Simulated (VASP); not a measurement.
Set up this calculation in VASP 6.6.1, as the native input.

```
Task                   : single point
Functional             : LDA
Potentials or basis    : VASP PAW LDA potentials, release 64 (H, C, Al)
Cutoff                 : 520 eV
k mesh                 : 2 × 2 × 1
Occupations            : fermi-dirac, width 0.02 eV
Spin                   : collinear spin
Starting moments       : [0.0, 0.0, 0.0, 0.0, 0.0, 0.0, 0.0, 0.0, 0.0, 0.0, 0.0, 0.0, 0.0, 0.0, 0.0, 0.0, 0.0, 0.0, 0.0, 0.28, 0.0] μB
Dipole correction      : no
Further INCAR settings : LREAL = Auto; ALGO = Normal; EDIFF = 1e-07; NBANDS = 56
```

The structure of AlH4C16 lies in POSCAR:

```
AlH4C16
1.0
    5.0487420000      0.0000000000      0.0000000000
    2.5243710000      4.3723390000      0.0000000000
    0.0000000000      0.0000000000     14.6764260000
H C Al
4 16 1
Direct
    0.1666721879      0.1666613682      0.0681364795
    0.6666779319      0.1666613682      0.0681364795
    0.1666715721      0.6666683439      0.0681364795
    0.6666575092      0.6666683439      0.0681364795
    0.1666721879      0.1666613682      0.1430866071
    0.6666779319      0.1666613682      0.1430866071
    0.1666715721      0.6666683439      0.1430866071
    0.6666575092      0.6666683439      0.1430866071
   -0.1666613682      0.3333227364      0.1781973350
    0.3333443758      0.3333227364      0.1781973350
   -0.1666619840      0.8333297121      0.1781973350
    0.3333437600      0.8333297121      0.1781973350
   -0.1621751688      0.3396808893      0.2883603951
    0.3415203063      0.3347178707      0.2815126789
   -0.1541886997      0.8243871301      0.2917263372
    0.3489827210      0.8151243533      0.2855259175
    0.0126213019     -0.0157352849      0.3167119842
    0.5163431209     -0.0054204397      0.3193829342
    0.0133173576      0.4935344675      0.3171071758
    0.5086826976      0.4962789939      0.3073841002
    0.2022949190      0.1399022354      0.4121643784
```

The input as run:

INCAR

```
  PREC = Accurate
  ENCUT = 520
  EDIFF = 1E-7
  ISMEAR = -1
  SIGMA = 0.02
  LREAL = Auto
  LASPH = True
  NELM = 150
  ALGO = Normal
  ISIF = 2
  LWAVE = False
  LCHARG = False
  ISPIN = 2
  MAGMOM = 0 0 0 0 0 0 0 0 0 0 0 0 0 0 0 0 0 0 0 0.28 0
  LORBIT = 11
  NBANDS = 56
```

KPOINTS

```
Automatic mesh
0
Gamma
  2 2 1
```

Potentials or basis: VASP PAW LDA potentials, release 64 (H, C, Al).

Launch:

```console
$ cat potpaw_LDA.64/H/POTCAR potpaw_LDA.64/C/POTCAR potpaw_LDA.64/Al/POTCAR > POTCAR
$ mpirun -np 1 vasp_std > vasp.out
```

Results of the run:

* Largest force: 2.503 eV/Å
* Net moment: 0.50 μB per cell
* Site moments: H +0.00; C +0.01, -0.00, +0.02, +0.00, +0.18 (each value once); Al +0.00 μB
* Valence electrons inside the program's atomic spheres: H 0.68; C 2.59, 2.52, 2.57, 2.51, 2.53, 2.55, 2.58, 2.60 (each value once); Al 0.82

Caveat: the k points lie up to 0.72 Å⁻¹ apart; there is no dipole correction, which matters where the two faces differ.

Wall time 11 min on 1 thread of Intel Xeon 8259CL, with other jobs on the host, peak memory 0.41 GiB.
